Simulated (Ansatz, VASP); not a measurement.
TaGe3Ru: VASP beside Ansatz

```xyz
5
Lattice="3.4826 0.0000 0.0000 0.0000 3.4826 0.0000 0.0000 0.0000 7.6786" Properties=species:S:1:pos:R:3 pbc="T T T"
Ta    1.7413    1.7413    3.8393
Ge    0.0000    0.0000    6.3973
Ge    0.0000    0.0000    1.2813
Ge    0.0000    0.0000    3.8393
Ru    1.7413    1.7413    0.0000
```

Alike in both runs: functional PBE; k mesh 12 × 12 × 6; occupations gaussian, width 0.1 eV; collinear spin.

Ansatz relaxed the structure, and its values are those at the end. VASP's run is a single point on that final structure, the one shown.

|  | VASP | Ansatz |
| --- | --- | --- |
| version | VASP 6.6.1 | Ansatz 0.2.0 |
| potentials or method | VASP PAW PBE potentials, release 64 (Ta_pv, Ge_d, Ru_pv), cutoff 500 eV | scalar-relativistic, plane waves, PAW |
| valence electrons in the cell | 67 | 71 |

Ansatz gave:

```
gap on the k mesh at the Fermi level (eV)                     : none
pressure (GPa)                                                : 0.0
rms of the force components (eV/Å)                            : 0.003
net moment per atom (μB)                                      : 0.09
size of the moment on the site where the two differ most (μB) : 0.54
```

Question: Which values does VASP return?

Answer: gap on the k mesh at the Fermi level (eV): none; pressure (GPa): -0.2; rms of the force components (eV/Å): 0.003; net moment per atom (μB): 0.00; size of the moment on the site where the two differ most (μB): 0.00.

Site moments also hang on the region over which each program counts them. A gap of «none» marks a metal or a gap that the smearing closes. VASP's potentials hold 67 valence electrons a cell and Ansatz's 71, so a difference there can come from the potentials and not from the codes.

Neither program's run includes spin-orbit coupling.
